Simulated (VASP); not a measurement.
# TaAs (I4_1md) in VASP: further runs

TaAs is run at these levels: PBE; tasks: single point.

All numbers are computed with VASP 6.6.1; they aren't measurements. Logs are shortened: lines on timing, memory, paths and dates and some standing lists are left out, and cuts for length are marked.

## Step 1: The cell of the first run

The structure is tetragonal, space group I4_1md (No. 109). The conventional cell has a = 3.463 Å, b = 3.463 Å, c = 11.735 Å, α = 90.00°, β = 90.00°, γ = 90.00°. Within 3.5 Å of Ta (site symmetry 2mm) lie 6 As at 2.62 to 2.63 Å and 8 Ta at 3.41 to 3.46 Å. Within 3.5 Å of As (site symmetry 2mm) lie 6 Ta at 2.62 to 2.63 Å and 8 As at 3.41 to 3.46 Å.

## Step 2: Single point, PBE

INCAR

```
SYSTEM = TaAs
  PREC = Accurate
  ENCUT = 520
  EDIFF = 1E-6
  ISMEAR = 0
  SIGMA = 0.1
  LREAL = .FALSE.
  LASPH = .TRUE.
  NELM = 80
  ALGO = Normal
  ISIF = 2
  LWAVE = .FALSE.
  LCHARG = .TRUE.
  GGA = PE
  LELF = .TRUE.
  LVHAR = .TRUE.
  ISYM = 0
  NBANDS = 24
```

KPOINTS

```
regular mesh
0
G
  10 10 6
  0 0 0
```

POSCAR

```
TaAs
1.0
    3.4628971702      0.0000000000      0.0000000000
    0.0000000000      3.4628971702      0.0000000000
    1.7314485851     -1.7314485851      5.8672939469
Ta As
2 2
Direct
    0.4998258004      1.0001741996      1.0003483992
    0.2498258004      0.7501741996      0.5003483992
    0.9175747796      0.5824252204      0.1648504408
    0.6675747796      0.3324252204      0.6648504408
```

Potentials or basis: VASP PAW PBE potentials, release 64 (Ta_pv, As).

Command:

```
$ cat potpaw_PBE.64/Ta_pv/POTCAR potpaw_PBE.64/As/POTCAR > POTCAR
$ mpirun -np 1 vasp_std > vasp.out
```

OUTCAR:

```text
SYSTEM = TaAs
   PREC = Accurate
   ENCUT = 520
   EDIFF = 1E-6
   ISMEAR = 0
   LREAL = .FALSE.
   LASPH = .TRUE.
   NELM = 80
   ISIF = 2
   GGA = PE
   ISYM = 0

 ion  position               nearest neighbor table
   1  0.500  0.000  0.000-   4 2.62   4 2.62   3 2.63   3 2.63   3 2.63   3 2.63   2 3.41   2 3.41
                             2 3.41   2 3.41
   2  0.250  0.750  0.500-   3 2.62   3 2.62   4 2.63   4 2.63   4 2.63   4 2.63   1 3.41   1 3.41
                             1 3.41   1 3.41
   3  0.918  0.582  0.165-   2 2.62   2 2.62   1 2.63   1 2.63   1 2.63   1 2.63
   4  0.668  0.332  0.665-   1 2.62   1 2.62   2 2.63   2 2.63   2 2.63   2 2.63

IMPORTANT INFORMATION: All symmetrisations will be switched off!
NOSYMM: (Re-)initialisation of all symmetry stuff for point group C_1.

----------------------------------------------------------------------------------------

                                     Primitive cell

  volume of cell :      70.3586

  direct lattice vectors                    reciprocal lattice vectors
     3.462897170  0.000000000  0.000000000     0.288775540  0.000000000 -0.085218161
     0.000000000  3.462897170  0.000000000     0.000000000  0.288775540  0.085218161
     1.731448585 -1.731448585  5.867293947     0.000000000  0.000000000  0.170436322

  length of vectors
     3.462897170  3.462897170  6.357748553     0.301087109  0.301087109  0.170436322

  position of ions in fractional coordinates (direct lattice)
     0.499825800  0.000174200  0.000348399
     0.249825800  0.750174200  0.500348399
     0.917574780  0.582425220  0.164850441
     0.667574780  0.332425220  0.664850441

  ion indices of the primitive-cell ions
   primitive index   ion index
                 1           1
                 2           2
                 3           3
                 4           4

----------------------------------------------------------------------------------------

 KPOINTS: regular mesh

Automatic generation of k-mesh.
 Grid dimensions read from file:
 generate k-points for:   10   10    6

 Generating k-lattice:

  Cartesian coordinates                     Fractional coordinates (reciprocal lattice)
     0.028877554  0.000000000 -0.008521816     0.100000000  0.000000000  0.000000000
     0.000000000  0.028877554  0.008521816     0.000000000  0.100000000 -0.000000000
     0.000000000  0.000000000  0.028406054     0.000000000  0.000000000  0.166666667

  Length of vectors
     0.030108711  0.030108711  0.028406054

  Shift w.r.t. Gamma in fractional coordinates (k-lattice)
     0.000000000  0.000000000  0.000000000

 -----------------------------------------------------------------------------
|                                                                             |
|           W    W    AA    RRRRR   N    N  II  N    N   GGGG   !!!           |
|           W    W   A  A   R    R  NN   N  II  NN   N  G    G  !!!           |
|           W    W  A    A  R    R  N N  N  II  N N  N  G       !!!           |
|           W WW W  AAAAAA  RRRRR   N  N N  II  N  N N  G  GGG   !            |
|           WW  WW  A    A  R   R   N   NN  II  N   NN  G    G                |
|           W    W  A    A  R    R  N    N  II  N    N   GGGG   !!!           |
|                                                                             |
|     Your reciprocal lattice and k-lattice belong to different lattice       |
|     classes:                                                                |
|                                                                             |
|        The reciprocal lattice is body-centered tetragonal,                  |
|        whereas your k-lattice is base-centered monoclinic.                  |
|                                                                             |
|     Results are often still useful ...                                      |
|                                                                             |
 -----------------------------------------------------------------------------

 WARNING: IBZKPT: internal override: KBLOWUP is changed to .FALSE.
      ... skipping the blow-up phase ...

 Subroutine IBZKPT returns following result:
 ===========================================

 Found    304 irreducible k-points:

 Following reciprocal coordinates:
            Coordinates               Weight
  0.000000  0.000000  0.000000      1.000000
  0.100000  0.000000  0.000000      2.000000
  0.200000  0.000000  0.000000      2.000000
  0.300000  0.000000 -0.000000      2.000000
  0.400000  0.000000 -0.000000      2.000000
  0.500000  0.000000 -0.000000      1.000000
[... 16 lines left out ...]
 -0.400000  0.200000  0.000000      2.000000
 -0.300000  0.200000  0.000000      2.000000
 [... further k-points ...]
   k-points           NKPTS =    304   k-points in BZ     NKDIM =    304   number of bands    NBANDS=     24
   number of dos      NEDOS =    301   number of ions     NIONS =      4
   total plane-waves  NPLWV =  37632
   dimension x,y,z NGX =    28 NGY =   28 NGZ =   48
   dimension x,y,z NGXF=    56 NGYF=   56 NGZF=   96
   ions per type =               2   2
   NGX,Y,Z   is equivalent  to a cutoff of  13.44, 13.44, 12.55 a.u.
   NGXF,Y,Z  is equivalent  to a cutoff of  26.88, 26.88, 25.10 a.u.
 SYSTEM =  TaAs
   PREC   = accura    normal or accurate (medium, high low for compatibility)
   ISTART =      0    job   : 0-new  1-cont  2-samecut
   ICHARG =      2    charge: 1-file 2-atom 10-const
   ISPIN  =      1    spin polarized calculation?
   LNONCOLLINEAR =      F non collinear calculations
   LSORBIT =      F    spin-orbit coupling
   LASPH  =      T    aspherical Exc in radial PAW
   ENCUT  =  520.0 eV  38.22 Ry    6.18 a.u.   6.44  6.44 11.82*2*pi/ulx,y,z
   NELM   =     80;   NELMIN=  2; NELMDL= -5     # of ELM steps
   EDIFF  = 0.1E-05   stopping-criterion for ELM
   LREAL  =      F    real-space projection
   EDIFFG = 0.1E-04   stopping-criterion for IOM
   NSW    =      0    number of steps for IOM
   IBRION =     -1    ionic relax: 0-MD 1-quasi-New 2-CG
   NFREE  =      0    steps in history (QN), initial steepest desc. (CG)
   ISIF   =      2    stress and relaxation
   ISYM   =      0    0-nonsym 1-usesym 2-fastsym
   POTIM  = 0.5000    time-step for ionic-motion
   TEBEG  =    0.0;   TEEND  =   0.0 temperature during run
   PSTRESS=    0.0 pullay stress
   NELECT =      32.0000    total number of electrons
   NUPDOWN=      -1.0000    fix difference up-down
   EMIN   =  10.00;   EMAX   =-10.00  energy-range for DOS
   EFERMI =   0.00;   METHOD = LEGACY
   ISMEAR =     0;   SIGMA  =   0.10  broadening in eV -4-tet -1-fermi 0-gaus
   EFERMI_NEDOS =   21; number of points for ismear=-14 and -15
   IALGO  =     38    algorithm
   IMIX   =      4    mixing-type and parameters
     AMIX     =   0.40;   BMIX     =  1.00
     AMIX_MAG =   1.60;   BMIX_MAG =  1.00
  volume/ion in A,a.u.               =      17.59       118.70
  Fermi-wavevector in a.u.,A,eV,Ry     =   1.258981  2.379129 21.565682  1.585033
  Thomas-Fermi vector in A             =   2.392563
   LORBIT       =      0    0 simple, 1 ext, 2 COOP (PROOUT), +10 PAW based schemes
   GGA     = PE    functional components
   LHFCALC =     F    Hartree Fock is set to
   AEXX    =    0.0000 exact exchange contribution
   IVDW    =     0    specifies the selected vdW correction
   LEPSILON=     F    determine dielectric tensor
   LRPA    =     F    only Hartree local field effects (RPA)
 non-spin polarized calculation
 Gauss-broadening in eV      SIGMA  =   0.10
  energy-cutoff  :      520.00
  volume of cell :       70.36
 maximum number of plane-waves:      1930
 NGX is ok and might be reduce to    28
   NGX = 13   NGY = 13   NGZ = 23

 number of electron      31.9999999 magnetization

 Free energy of the ion-electron system (eV)
  ---------------------------------------------------
  ext. energy  EPLUGINS =         0.00000000
  ---------------------------------------------------
  free energy    TOTEN  =       -35.11333565 eV

  energy without entropy =      -35.11065481  energy(sigma->0) =      -35.11199523

 E-fermi :   6.8606     XC(G=0): -11.8559

 val. band max:        6.8512840755   @ k =   0.0000   0.3000   0.1667
 cond. band min:       6.8620566591   @ k =   0.4000   0.0000   0.5000
 fundamental gap:      0.0107725836
 Fermi energy:         6.8606071532

 k-point     1 :       0.0000    0.0000    0.0000
  band No.  band energies     occupation
      1     -28.1329      2.00000
      2     -28.1024      2.00000
      3     -28.1024      2.00000
      4     -27.9570      2.00000
      5     -27.9570      2.00000
      6     -27.9033      2.00000
[... 16 lines left out ...]
     23      10.8964      0.00000
     24      10.8966      0.00000

 k-point     2 :       0.1000    0.0000    0.0000
  band No.  band energies     occupation
      1     -28.1320      2.00000
      2     -28.1124      2.00000
      3     -28.1011      2.00000
      4     -27.9709      2.00000
      5     -27.9554      2.00000
      6     -27.9049      2.00000
[... 16 lines left out ...]
     23      10.6203      0.00000
     24      11.3469      0.00000

 k-point     3 :       0.2000    0.0000    0.0000
  band No.  band energies     occupation
      1     -28.1616      2.00000
      2     -28.1064      2.00000
      3     -28.0976      2.00000
      4     -28.0052      2.00000
      5     -27.9512      2.00000
      6     -27.9111      2.00000
[... 16 lines left out ...]
     23      11.1303      0.00000
     24      12.3038      0.00000
[... 514 lines left out ...]
 k-point    23 :      -0.4000    0.2000    0.0000
  band No.  band energies     occupation
      1     -28.2389      2.00000
      2     -28.1447      2.00000
      3     -28.0848      2.00000
      4     -28.0280      2.00000
      5     -27.9861      2.00000
      6     -27.9426      2.00000
[... 16 lines left out ...]
     23      11.4150      0.00000
     24      12.0800      0.00000

 k-point    24 :      -0.3000    0.2000    0.0000
  band No.  band energies     occupation
      1     -28.2017      2.00000
      2     -28.1492      2.00000
      3     -28.0668      2.00000
      4     -28.0300      2.00000
      5     -27.9902      2.00000
      6     -27.9350      2.00000
[... 16 lines left out ...]
     23      11.4662      0.00000
     24      12.2112      0.00000

 [... further k-points ...]

------------------------ aborting loop because EDIFF is reached ----------------------------------------

  FORCE on cell =-STRESS in cart. coord.  units (eV):
  Direction    XX          YY          ZZ          XY          YZ          ZX
  --------------------------------------------------------------------------------------
  -------------------------------------------------------------------------------------
  Total        0.2054578      0.2054846      0.2009209      0.0000606      0.0027249     -0.0027257
  in kB        4.6786030      4.6792137      4.5752898      0.0013794      0.0620502     -0.0620688
  external PRESSURE =       4.6443688 kB  Pullay stress =       0.0000000 kB

 VOLUME and BASIS-vectors are now :
 -----------------------------------------------------------------------------
  energy-cutoff  :      520.00
  volume of cell :       70.36
      direct lattice vectors                 reciprocal lattice vectors
     3.462897170  0.000000000  0.000000000     0.288775540  0.000000000 -0.085218161
     0.000000000  3.462897170  0.000000000     0.000000000  0.288775540  0.085218161
     1.731448585 -1.731448585  5.867293947     0.000000000  0.000000000  0.170436322

 POSITION                                       TOTAL-FORCE (eV/Angst)
 -----------------------------------------------------------------------------------
      1.73145     -0.00000      0.00204        -0.001347     -0.001004      0.005286
      1.73145      1.73145      2.93569         0.001004      0.001347      0.005287
      3.46290      1.73145      0.96723         0.000305     -0.000038     -0.005271
      3.46290     -0.00000      3.90087         0.000038     -0.000305     -0.005302
 -----------------------------------------------------------------------------------
    total drift:                               -0.000028      0.000028      0.000017

  FREE ENERGIE OF THE ION-ELECTRON SYSTEM (eV)
  ---------------------------------------------------
  free  energy   TOTEN  =       -35.1133356546 eV

  energy  without entropy=      -35.1106548056  energy(sigma->0) =      -35.11199523
```

It took 6.9 min on 1 thread of AMD EPYC 7R13 (Zen 3), shared host; peak memory 0.51 GiB.

What came out:

```yaml
Free_energy: -35.1133 eV
Pressure: 0.5 GPa
Largest_force: 0.006 eV/Å
Band_gap_on_the_k_mesh: 0.01 eV (least direct gap 0.02 eV)
```

Forces in eV/Å, atoms in the order of the input:
```
Ta  -0.001 -0.001  0.005
Ta   0.001  0.001  0.005
As   0.000  0.000 -0.005
As   0.000  0.000 -0.005
```

Caveat: spin-orbit coupling is left out, which moves the levels of the heavy elements. A k mesh can miss the band edges.

(Continued in part 2 of 2.)

The gap in the log of VASP goes by the Fermi energy; the results here count the filled bands.